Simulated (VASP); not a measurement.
# CuI (P-3m1) in VASP: notebook, part 2 of 2

VASP 6.6.1. Earlier steps stand in the parts before.

### Step 3. Single point, LDA

File INCAR:

```
SYSTEM = CuI
ALGO     = Normal         ! electronic algorithm
EDIFF    = 1E-7           ! SCF threshold, eV
ENCUT    = 520            ! plane-wave cutoff, eV
GGA      = CA             ! functional
ISIF     = 2              ! what is computed and relaxed
ISMEAR   = 0              ! smearing method
LASPH    = .True.         ! aspherical terms in the spheres
LCHARG   = .False.        ! write CHGCAR
LREAL    = .False.        ! projectors in reciprocal space
LWAVE    = .False.        ! write WAVECAR
NBANDS   = 26             ! bands
NELM     = 60             ! most SCF steps
PREC     = Accurate       ! precision mode
SIGMA    = 0.01           ! smearing width, eV
```

File KPOINTS:

```
k-points
0
Gamma
  6 6 4
  0 0 0
```

File POSCAR:

```
CuI
1.0
    4.1286200000      0.0000000000      0.0000000000
   -2.0643100000      3.5754900000      0.0000000000
    0.0000000000      0.0000000000      7.4781100000
Cu I
2 2
Direct
    0.6666666667      0.3333333333      0.5899500000
    0.3333333333      0.6666666667      0.4100500000
    0.3333333333      0.6666666667      0.7547500000
    0.6666666667      0.3333333333      0.2452500000
```

Potentials or basis: VASP PAW LDA potentials, release 64 (Cu, I).

Launch:

```console
$ cat potpaw_LDA.64/Cu/POTCAR potpaw_LDA.64/I/POTCAR > POTCAR
$ mpirun -np 1 vasp_std > vasp.out
```

OUTCAR:

```text
SYSTEM = CuI
   EDIFF = 1E-7
   ENCUT = 520
   GGA = CA
   ISIF = 2
   ISMEAR = 0
   LASPH = .True.
   LREAL = .False.
   NELM = 60
   PREC = Accurate

 ion  position               nearest neighbor table
   1  0.667  0.333  0.590-   4 2.58   3 2.68   3 2.68   3 2.68   2 2.74   2 2.74   2 2.74
   2  0.333  0.667  0.410-   3 2.58   4 2.68   4 2.68   4 2.68   1 2.74   1 2.74   1 2.74
   3  0.333  0.667  0.755-   2 2.58   1 2.68   1 2.68   1 2.68
   4  0.667  0.333  0.245-   1 2.58   2 2.68   2 2.68   2 2.68

  LATTYP: Found a hexagonal cell.
 ALAT       =     4.1286200000
 C/A-ratio  =     1.8112856112

  Lattice vectors:

 A1 = (   4.1286200000,   0.0000000000,   0.0000000000)
 A2 = (  -2.0643100000,   3.5754900000,   0.0000000000)
 A3 = (   0.0000000000,   0.0000000000,   7.4781100000)

Analysis of symmetry for initial positions (statically):
=====================================================================
 Subroutine PRICEL returns:
 Original cell was already a primitive cell.

 Routine SETGRP: Setting up the symmetry group for a
 hexagonal supercell.

 Subroutine GETGRP returns: Found 12 space group operations
 (whereof 12 operations were pure point group operations)
 out of a pool of 24 trial point group operations.

The static configuration has the point symmetry D_3d.

Analysis of symmetry for dynamics (positions and initial velocities):
=====================================================================
 Subroutine PRICEL returns:
 Original cell was already a primitive cell.

 Routine SETGRP: Setting up the symmetry group for a
 hexagonal supercell.

 Subroutine GETGRP returns: Found 12 space group operations
 (whereof 12 operations were pure point group operations)
 out of a pool of 24 trial point group operations.

The dynamic configuration has the point symmetry D_3d.

 Subroutine INISYM returns: Found 12 space group operations
 (whereof 12 operations are pure point group operations),
 and found     1 'primitive' translations

----------------------------------------------------------------------------------------

                                     Primitive cell

  volume of cell :     110.3907

  direct lattice vectors                    reciprocal lattice vectors
     4.128620000  0.000000000  0.000000000     0.242211683  0.139840973  0.000000000
    -2.064310000  3.575490000  0.000000000     0.000000000  0.279681946  0.000000000
     0.000000000  0.000000000  7.478110000     0.000000000  0.000000000  0.133723628

  length of vectors
     4.128620000  4.128620171  7.478110000     0.279681957  0.279681946  0.133723628

  position of ions in fractional coordinates (direct lattice)
     0.666666667  0.333333333  0.589950000
     0.333333333  0.666666667  0.410050000
     0.333333333  0.666666667  0.754750000
     0.666666667  0.333333333  0.245250000

  ion indices of the primitive-cell ions
   primitive index   ion index
                 1           1
                 2           2
                 3           3
                 4           4

----------------------------------------------------------------------------------------

 KPOINTS: k-points

Automatic generation of k-mesh.
 Grid dimensions read from file:
 generate k-points for:    6    6    4

 Generating k-lattice:

  Cartesian coordinates                     Fractional coordinates (reciprocal lattice)
     0.040368614  0.023306829  0.000000000     0.166666667  0.000000000  0.000000000
     0.000000000  0.046613658  0.000000000     0.000000000  0.166666667  0.000000000
     0.000000000  0.000000000  0.033430907     0.000000000  0.000000000  0.250000000

  Length of vectors
     0.046613660  0.046613658  0.033430907

  Shift w.r.t. Gamma in fractional coordinates (k-lattice)
     0.000000000  0.000000000  0.000000000

 Subroutine IBZKPT returns following result:
 ===========================================

 Found     24 irreducible k-points:

 Following reciprocal coordinates:
            Coordinates               Weight
  0.000000  0.000000  0.000000      1.000000
  0.166667  0.000000  0.000000      6.000000
  0.333333  0.000000  0.000000      6.000000
  0.500000  0.000000  0.000000      3.000000
  0.166667  0.166667  0.000000      6.000000
  0.333333  0.166667  0.000000     12.000000
[... 16 lines left out ...]
  0.333333  0.166667  0.500000     12.000000
  0.333333  0.333333  0.500000      2.000000
   k-points           NKPTS =     24   k-points in BZ     NKDIM =     24   number of bands    NBANDS=     26
   number of dos      NEDOS =    301   number of ions     NIONS =      4
   total plane-waves  NPLWV =  57344
   dimension x,y,z NGX =    32 NGY =   32 NGZ =   56
   dimension x,y,z NGXF=    64 NGYF=   64 NGZF=  112
   ions per type =               2   2
   NGX,Y,Z   is equivalent  to a cutoff of  12.89, 12.89, 12.45 a.u.
   NGXF,Y,Z  is equivalent  to a cutoff of  25.77, 25.77, 24.90 a.u.
 SYSTEM =  CuI
   PREC   = accura    normal or accurate (medium, high low for compatibility)
   ISTART =      0    job   : 0-new  1-cont  2-samecut
   ICHARG =      2    charge: 1-file 2-atom 10-const
   ISPIN  =      1    spin polarized calculation?
   LNONCOLLINEAR =      F non collinear calculations
   LSORBIT =      F    spin-orbit coupling
   LASPH  =      T    aspherical Exc in radial PAW
   ENCUT  =  520.0 eV  38.22 Ry    6.18 a.u.   7.68  7.68 13.90*2*pi/ulx,y,z
   NELM   =     60;   NELMIN=  2; NELMDL= -5     # of ELM steps
   EDIFF  = 0.1E-06   stopping-criterion for ELM
   LREAL  =      F    real-space projection
   EDIFFG = 0.1E-05   stopping-criterion for IOM
   NSW    =      0    number of steps for IOM
   IBRION =     -1    ionic relax: 0-MD 1-quasi-New 2-CG
   NFREE  =      0    steps in history (QN), initial steepest desc. (CG)
   ISIF   =      2    stress and relaxation
   ISYM   =      2    0-nonsym 1-usesym 2-fastsym
   POTIM  = 0.5000    time-step for ionic-motion
   TEBEG  =    0.0;   TEEND  =   0.0 temperature during run
   PSTRESS=    0.0 pullay stress
   NELECT =      36.0000    total number of electrons
   NUPDOWN=      -1.0000    fix difference up-down
   EMIN   =  10.00;   EMAX   =-10.00  energy-range for DOS
   EFERMI =   0.00;   METHOD = LEGACY
   ISMEAR =     0;   SIGMA  =   0.01  broadening in eV -4-tet -1-fermi 0-gaus
   EFERMI_NEDOS =   21; number of points for ismear=-14 and -15
   IALGO  =     38    algorithm
   IMIX   =      4    mixing-type and parameters
     AMIX     =   0.40;   BMIX     =  1.00
     AMIX_MAG =   1.60;   BMIX_MAG =  1.00
  volume/ion in A,a.u.               =      27.60       186.24
  Fermi-wavevector in a.u.,A,eV,Ry     =   1.126847  2.129432 17.276457  1.269784
  Thomas-Fermi vector in A             =   2.263530
   LORBIT       =      0    0 simple, 1 ext, 2 COOP (PROOUT), +10 PAW based schemes
   GGA     = CA    functional components
   LHFCALC =     F    Hartree Fock is set to
   AEXX    =    0.0000 exact exchange contribution
   IVDW    =     0    specifies the selected vdW correction
   LEPSILON=     F    determine dielectric tensor
   LRPA    =     F    only Hartree local field effects (RPA)
 non-spin polarized calculation
 Gauss-broadening in eV      SIGMA  =   0.01
  energy-cutoff  :      520.00
  volume of cell :      110.39
 maximum number of plane-waves:      2998
 NGX is ok and might be reduce to    32
   NGX = 15   NGY = 15   NGZ = 27

 number of electron      36.0000025 magnetization

 Free energy of the ion-electron system (eV)
  ---------------------------------------------------
  ext. energy  EPLUGINS =         0.00000000
  ---------------------------------------------------
  free energy    TOTEN  =       -13.88920490 eV

  energy without entropy =      -13.88920490  energy(sigma->0) =      -13.88920490

 E-fermi :   4.0489     XC(G=0):  -9.3026

 val. band max:        3.9604203663   @ k =   0.0000   0.0000   0.0000
 cond. band min:       5.4686528037   @ k =   0.0000   0.0000   0.0000
 fundamental gap:      1.5082324374
 Fermi energy:         4.0488602331

 k-point     1 :       0.0000    0.0000    0.0000
  band No.  band energies     occupation
      1      -9.7576      2.00000
      2      -9.2638      2.00000
      3      -1.6684      2.00000
      4       0.1891      2.00000
      5       0.6089      2.00000
      6       0.6089      2.00000
[... 685 lines left out ...]
     25      12.1865      0.00000
     26      12.2600      0.00000

------------------------ aborting loop because EDIFF is reached ----------------------------------------

  FORCE on cell =-STRESS in cart. coord.  units (eV):
  Direction    XX          YY          ZZ          XY          YZ          ZX
  --------------------------------------------------------------------------------------
  -------------------------------------------------------------------------------------
  Total       -2.3304519     -2.3304521     -2.5363760      0.0000000      0.0000000      0.0000000
  in kB      -33.8234882    -33.8234919    -36.8122098      0.0000000      0.0000000      0.0000000
  external PRESSURE =     -34.8197299 kB  Pullay stress =       0.0000000 kB

 VOLUME and BASIS-vectors are now :
 -----------------------------------------------------------------------------
  energy-cutoff  :      520.00
  volume of cell :      110.39
      direct lattice vectors                 reciprocal lattice vectors
     4.128620000  0.000000000  0.000000000     0.242211683  0.139840973  0.000000000
    -2.064310000  3.575490000  0.000000000     0.000000000  0.279681946  0.000000000
     0.000000000  0.000000000  7.478110000     0.000000000  0.000000000  0.133723628

 POSITION                                       TOTAL-FORCE (eV/Angst)
 -----------------------------------------------------------------------------------
      2.06431      1.19183      4.41171         0.000000     -0.000000     -0.030620
     -0.00000      2.38366      3.06640        -0.000000      0.000000      0.030620
     -0.00000      2.38366      5.64410         0.000000     -0.000000     -0.461937
      2.06431      1.19183      1.83401         0.000000     -0.000000      0.461937
 -----------------------------------------------------------------------------------
    total drift:                               -0.000000      0.000000     -0.000000

  FREE ENERGIE OF THE ION-ELECTRON SYSTEM (eV)
  ---------------------------------------------------
  free  energy   TOTEN  =       -13.8892048951 eV

  energy  without entropy=      -13.8892048951  energy(sigma->0) =      -13.88920490
```

Wall time 77 s (1 thread of Intel Xeon 6975P-C, shared host); peak memory 0.23 GiB.

What came out:

```yaml
Free_energy: -13.8892 eV
Pressure: -3.5 GPa
Largest_force: 0.462 eV/Å
Band_gap_on_the_k_mesh: 1.51 eV, direct
```

Forces on the atoms (eV/Å):
```
Cu   0.000  0.000 -0.031
Cu   0.000  0.000  0.031
I    0.000  0.000 -0.462
I    0.000  0.000  0.462
```

Stress tensor (GPa, compression positive):
```
-3.38  0.00  0.00
 0.00 -3.38  0.00
 0.00  0.00 -3.68
```

Caveat: spin-orbit coupling is left out, which moves the levels of the heavy elements.

### Step 4. Single point, PBEsol

File INCAR:

```
PREC = Accurate
ENCUT = 520
EDIFF = 1E-6
ISMEAR = 0
SIGMA = 0.01
LREAL = F
LASPH = T
NELM = 80
ALGO = Normal
ISIF = 2
LWAVE = F
LCHARG = T
GGA = PS
LELF = T
LVHAR = T
NBANDS = 26
```

File KPOINTS:

```
regular mesh
0
Gamma
  6 6 4
```

POSCAR is that of step 3.

Potentials or basis: VASP PAW PBE potentials, release 64 (Cu, I).

Launch:

```console
$ cat potpaw_PBE.64/Cu/POTCAR potpaw_PBE.64/I/POTCAR > POTCAR
$ mpirun -np 1 vasp_std > vasp.out
```

OUTCAR:

```text
PREC = Accurate
   ENCUT = 520
   EDIFF = 1E-6
   ISMEAR = 0
   LREAL = F
   LASPH = T
   NELM = 80
   ISIF = 2
   GGA = PS

 ion  position               nearest neighbor table
   1  0.667  0.333  0.590-   4 2.58   3 2.68   3 2.68   3 2.68   2 2.74   2 2.74   2 2.74
   2  0.333  0.667  0.410-   3 2.58   4 2.68   4 2.68   4 2.68   1 2.74   1 2.74   1 2.74
   3  0.333  0.667  0.755-   2 2.58   1 2.68   1 2.68   1 2.68
   4  0.667  0.333  0.245-   1 2.58   2 2.68   2 2.68   2 2.68

  LATTYP: Found a hexagonal cell.
 ALAT       =     4.1286200000
 C/A-ratio  =     1.8112856112

  Lattice vectors:

 A1 = (   4.1286200000,   0.0000000000,   0.0000000000)
 A2 = (  -2.0643100000,   3.5754900000,   0.0000000000)
 A3 = (   0.0000000000,   0.0000000000,   7.4781100000)

Analysis of symmetry for initial positions (statically):
=====================================================================
 Subroutine PRICEL returns:
 Original cell was already a primitive cell.

 Routine SETGRP: Setting up the symmetry group for a
 hexagonal supercell.

 Subroutine GETGRP returns: Found 12 space group operations
 (whereof 12 operations were pure point group operations)
 out of a pool of 24 trial point group operations.

The static configuration has the point symmetry D_3d.

Analysis of symmetry for dynamics (positions and initial velocities):
=====================================================================
 Subroutine PRICEL returns:
 Original cell was already a primitive cell.

 Routine SETGRP: Setting up the symmetry group for a
 hexagonal supercell.

 Subroutine GETGRP returns: Found 12 space group operations
 (whereof 12 operations were pure point group operations)
 out of a pool of 24 trial point group operations.

The dynamic configuration has the point symmetry D_3d.

[... 117 lines left out ...]
   EFERMI_NEDOS =   21; number of points for ismear=-14 and -15
   IALGO  =     38    algorithm
   IMIX   =      4    mixing-type and parameters
     AMIX     =   0.40;   BMIX     =  1.00
     AMIX_MAG =   1.60;   BMIX_MAG =  1.00
  volume/ion in A,a.u.               =      27.60       186.24
  Fermi-wavevector in a.u.,A,eV,Ry     =   1.126847  2.129432 17.276457  1.269784
  Thomas-Fermi vector in A             =   2.263530
   LORBIT       =      0    0 simple, 1 ext, 2 COOP (PROOUT), +10 PAW based schemes
   GGA     = PS    functional components
   LHFCALC =     F    Hartree Fock is set to
   AEXX    =    0.0000 exact exchange contribution
   IVDW    =     0    specifies the selected vdW correction
   LEPSILON=     F    determine dielectric tensor
   LRPA    =     F    only Hartree local field effects (RPA)
 non-spin polarized calculation
 Gauss-broadening in eV      SIGMA  =   0.01
  energy-cutoff  :      520.00
  volume of cell :      110.39
 maximum number of plane-waves:      2998
 NGX is ok and might be reduce to    32
   NGX = 15   NGY = 15   NGZ = 27

 number of electron      36.0000025 magnetization

 Free energy of the ion-electron system (eV)
  ---------------------------------------------------
  ext. energy  EPLUGINS =         0.00000000
  ---------------------------------------------------
  free energy    TOTEN  =       -12.67012010 eV

  energy without entropy =      -12.67012010  energy(sigma->0) =      -12.67012010

 E-fermi :   4.1437     XC(G=0):  -9.1168

 val. band max:        4.0580823729   @ k =   0.0000   0.0000   0.0000
 cond. band min:       5.6299795205   @ k =   0.0000   0.0000   0.0000
 fundamental gap:      1.5718971477
 Fermi energy:         4.1437134020

 k-point     1 :       0.0000    0.0000    0.0000
  band No.  band energies     occupation
      1      -9.6860      2.00000
      2      -9.1919      2.00000
      3      -1.5985      2.00000
      4       0.2838      2.00000
      5       0.7197      2.00000
      6       0.7197      2.00000
[... 685 lines left out ...]
     25      12.2660      0.00000
     26      12.3342      0.00000

------------------------ aborting loop because EDIFF is reached ----------------------------------------

  FORCE on cell =-STRESS in cart. coord.  units (eV):
  Direction    XX          YY          ZZ          XY          YZ          ZX
  --------------------------------------------------------------------------------------
  -------------------------------------------------------------------------------------
  Total       -1.1094572     -1.1094573     -1.0276765      0.0000000      0.0000000      0.0000000
  in kB      -16.1023327    -16.1023345    -14.9153916      0.0000000      0.0000000      0.0000000
  external PRESSURE =     -15.7066863 kB  Pullay stress =       0.0000000 kB

 VOLUME and BASIS-vectors are now :
 -----------------------------------------------------------------------------
  energy-cutoff  :      520.00
  volume of cell :      110.39
      direct lattice vectors                 reciprocal lattice vectors
     4.128620000  0.000000000  0.000000000     0.242211683  0.139840973  0.000000000
    -2.064310000  3.575490000  0.000000000     0.000000000  0.279681946  0.000000000
     0.000000000  0.000000000  7.478110000     0.000000000  0.000000000  0.133723628

 POSITION                                       TOTAL-FORCE (eV/Angst)
 -----------------------------------------------------------------------------------
      2.06431      1.19183      4.41171        -0.000000      0.000000      0.002699
     -0.00000      2.38366      3.06640         0.000000      0.000000     -0.002699
     -0.00000      2.38366      5.64410         0.000000      0.000000     -0.213832
      2.06431      1.19183      1.83401        -0.000000     -0.000000      0.213832
 -----------------------------------------------------------------------------------
    total drift:                               -0.000000      0.000000     -0.000000

  FREE ENERGIE OF THE ION-ELECTRON SYSTEM (eV)
  ---------------------------------------------------
  free  energy   TOTEN  =       -12.6701201019 eV

  energy  without entropy=      -12.6701201019  energy(sigma->0) =      -12.67012010
```

stdout:

```text
POSCAR found type information on POSCAR CuI
 POSCAR found :  2 types and       4 ions
 scaLAPACK will be used
 -----------------------------------------------------------------------------
|                                                                             |
|                                                                             |
|     You enforced a specific xc type in the INCAR file but a different       |
|     I HOPE YOU KNOW WHAT YOU ARE DOING!                                     |
|                                                                             |
 -----------------------------------------------------------------------------

 LDA part: xc-table for (Slater+PW92), standard interpolation
 POSCAR, INCAR and KPOINTS ok, starting setup
 FFT: planning ... GRIDC
 FFT: planning ... GRID_SOFT
 FFT: planning ... GRID
 WAVECAR not read
 entering main loop
```

It took 76 s on 1 thread of Intel Xeon 6975P-C, shared host; peak memory 0.26 GiB.

Results:

```
Free energy            : -12.6701 eV
Pressure               : -1.6 GPa
Largest force          : 0.214 eV/Å
Band gap on the k mesh : 1.57 eV, direct
```

Forces in eV/Å, atoms in the order of the input:
```
Cu   0.000  0.000  0.003
Cu   0.000  0.000 -0.003
I    0.000  0.000 -0.214
I    0.000  0.000  0.214
```

Stress tensor (GPa, compression positive):
```
-1.61  0.00  0.00
 0.00 -1.61  0.00
 0.00  0.00 -1.49
```

Levels at points of the mesh, in eV from the valence-band top:
| k point | band 15 | band 16 | band 17 | band 18 | band 19 | band 20 | band 21 | band 22 |
| --- | --- | --- | --- | --- | --- | --- | --- | --- |
| (0.00, 0.00, 0.00) | -0.37 | -0.37 | 0.00 | 0.00 | 1.57 | 2.91 | 4.68 | 5.66 |
| (0.50, 0.00, 0.00) | -1.29 | -1.23 | -1.22 | -0.18 | 3.03 | 3.12 | 3.73 | 5.29 |
| (0.00, 0.00, 0.50) | -0.31 | -0.31 | -0.08 | -0.08 | 2.86 | 2.87 | 4.67 | 5.49 |
| (0.50, 0.00, 0.50) | -1.34 | -1.20 | -1.06 | -0.31 | 2.54 | 2.84 | 3.56 | 4.87 |

Caveat: the PAW data sets were made with another functional, which shifts forces and pressure a little; spin-orbit coupling is left out, which moves the levels of the heavy elements; this functional lacks dispersion, which binds the layers, so the pressure and a relaxed spacing across them are unreliable.

### Step 5. Overview

| level | potentials or basis | gap on the mesh (eV) | pressure (GPa) | largest force (eV/Å) |
| --- | --- | --- | --- | --- |
| BLYP | VASP PAW PBE potentials, release 64 (Cu, I) | 1.75 | 4.9 | 0.57 |
| LDA | VASP PAW LDA potentials, release 64 (Cu, I) | 1.51 | -3.5 | 0.46 |
| PBEsol | VASP PAW PBE potentials, release 64 (Cu, I) | 1.57 | -1.6 | 0.21 |

Alike in all rows: task single point; no spin polarisation; cell as given; k mesh 6 × 6 × 4; cutoff (eV) 520; smearing gaussian 0.01 eV.

Caveats: spin-orbit coupling is left out, which moves the levels of the heavy elements; the PAW data sets were made with another functional, which shifts forces and pressure a little (some runs); this functional lacks dispersion, which binds the layers, so the pressure and a relaxed spacing across them are unreliable (some runs).

Total energies depend on the potentials used, so only differences within one code and one set of settings carry meaning.
